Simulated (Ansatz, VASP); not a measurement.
Two plane-wave programs on SrO

Contents of INCAR:

```
PREC = Accurate
ENCUT = 520
EDIFF = 1E-6
ISMEAR = 0
SIGMA = 0.01
LREAL = F
LASPH = T
NELM = 100
ALGO = Normal
ISIF = 2
LWAVE = F
LCHARG = T
GGA = PE
LELF = T
LVHAR = T
NBANDS = 24
```

File KPOINTS:

```
Automatic mesh
0
Gamma
  6 6 4
```

POSCAR

```
SrO
1.0
    4.3743248814      0.0000000000      0.0000000000
   -2.1871624407      3.7882764717      0.0000000000
    0.0000000000      0.0000000000      5.2863331920
Sr O
2 2
Direct
    0.3333333333      0.6666666667      0.2500000000
    0.6666666667      0.3333333333      0.7500000000
    0.6666666667      0.3333333333      0.2500000000
    0.3333333333      0.6666666667      0.7500000000
```

Input for Ansatz:

```yaml
crystal:
  lattice:
    - [4.3743248814, 0.0, 0.0]
    - [-2.1871624407, 3.7882764717, 0.0]
    - [0.0, 0.0, 5.286333192]
  atoms:
    - { symbol: Sr, position: [0.3333333333, 0.6666666667, 0.25] }
    - { symbol: Sr, position: [0.6666666667, 0.3333333333, 0.75] }
    - { symbol: O, position: [0.6666666667, 0.3333333333, 0.25] }
    - { symbol: O, position: [0.3333333333, 0.6666666667, 0.75] }
kpoints:
  mp_grid: { grid: [6, 6, 4] }
hamiltonian:
  xc: pbe
scf:
  occupations: { method: fixed }
  n_extra_bands: 5
output:
  forces: true
  stress: true
  eigenvalues: true
```

Alike in both runs: task single point; functional PBE; k mesh 6 × 6 × 4; no spin polarisation.

|  | VASP | Ansatz |
| --- | --- | --- |
| version | VASP 6.6.1 | Ansatz 0.2.0 |
| potentials or method | VASP PAW PBE potentials, release 64 (Sr_sv, O) | plane waves, PAW |
| plane-wave cutoff (eV) | 520 | 420 |
| occupations | gaussian, width 0.01 eV | fixed |
| valence electrons in the cell | 32 | 32 |

Ansatz gave:

| Property | Result |
| --- | --- |
| gap on the k mesh at the Fermi level (eV) | 2.43 |
| pressure (GPa) | -3.5 |
| traceless stress, the component that is largest in VASP (GPa) | -0.21 |

Q: Which values does VASP return?

A: gap on the k mesh at the Fermi level (eV): 2.41; pressure (GPa): -3.2; traceless stress, the component that is largest in VASP (GPa): -0.20.
